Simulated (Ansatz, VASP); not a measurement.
**One calculation of TiO2, two programs**

Contents of INCAR:

```
SYSTEM = TiO2
PREC     = Accurate       ! precision mode
ENCUT    = 520            ! plane-wave cutoff, eV
EDIFF    = 1E-6           ! SCF threshold, eV
ISMEAR   = 0              ! smearing method
SIGMA    = 0.05           ! smearing width, eV
LREAL    = .FALSE.        ! projectors in reciprocal space
LASPH    = .TRUE.         ! aspherical terms in the spheres
NELM     = 150            ! most SCF steps
ALGO     = Normal         ! electronic algorithm
ISIF     = 2              ! what is computed and relaxed
LWAVE    = .FALSE.        ! write WAVECAR
LCHARG   = .FALSE.        ! write CHGCAR
LMAXMIX  = 4              ! l up to which the mixer works
LDAU     = .TRUE.         ! DFT+U
LDAUTYPE = 2            
LDAUL    = 2 -1           ! shell
LDAUU    = 4 0            ! U, eV
LDAUJ    = 0 0          
LDAUPRINT= 1            
GGA      = PE             ! functional
NBANDS   = 33             ! bands
```

Contents of KPOINTS:

```
regular mesh
0
G
  8 8 8
  0 0 0
```

The input POSCAR:

```
TiO2
1.0
   -1.9722500000      1.9722500000      4.6291000000
    1.9722500000     -1.9722500000      4.6291000000
    1.9722500000      1.9722500000     -4.6291000000
Ti O
2 4
Direct
    0.0000000000      0.0000000000      0.0000000000
    0.7500000000      0.2500000000      0.5000000000
    0.2052277854      0.2052277854      0.0000000000
    0.9552277854      0.4552277854      0.5000000000
    0.5447722146      0.0447722146      0.5000000000
    0.7947722146      0.7947722146      0.0000000000
```

Input for Ansatz:

```yaml
crystal:
  lattice:
    - [-1.97225, 1.97225, 4.6291]
    - [1.97225, -1.97225, 4.6291]
    - [1.97225, 1.97225, -4.6291]
  atoms:
    - { symbol: Ti, position: [0.0, 0.0, 0.0] }
    - { symbol: Ti, position: [0.75, 0.25, 0.5] }
    - { symbol: O, position: [0.2052277854, 0.2052277854, 0.0] }
    - { symbol: O, position: [0.9552277854, 0.4552277854, 0.5] }
    - { symbol: O, position: [0.5447722146, 0.0447722146, 0.5] }
    - { symbol: O, position: [0.7947722146, 0.7947722146, 0.0] }
basis:
  ecutwfc: 520.0
kpoints:
  mp_grid: { grid: [8, 8, 8] }
hamiltonian:
  xc: pbe
  pseudopotentials: { kind: paw, azcp: { folder: soft_1 } }
  hubbard: { sites: [{ species: Ti, l: d, u_eff: 4.0 }] }
scf:
  occupations: { method: gaussian, width: 0.05 }
output:
  forces: true
  stress: true
  eigenvalues: true
```

Alike in both runs: task single point; functional PBE; k mesh 8 × 8 × 8; occupations gaussian, width 0.05 eV; no spin polarisation; Hubbard terms Ti d U = 4.0 eV.

```csv
,VASP,Ansatz
version,VASP 6.6.1,Ansatz 0.2.0
potentials or method,"VASP PAW PBE potentials, release 64 (Ti_sv, O), cutoff 520 eV","scalar-relativistic, plane waves, PAW"
valence electrons in the cell,48,48
```

```tsv
	VASP	Ansatz	Ansatz less VASP
gap on the k mesh at the Fermi level (eV)	2.68	2.71	+0.027
least direct gap on the mesh (eV)	2.94	2.95	+0.012
pressure (GPa)	5.3	1.3	-4.03
traceless stress, the component that is largest in VASP (GPa)	16.33	15.01	-1.324
rms of the force components (eV/Å)	0.667	0.529	-0.1380
```

The programs project onto different local orbitals, so the same U acts differently, and such runs can settle in different states. Atom by atom the forces differ by 0.138 eV/Å (rms over components).
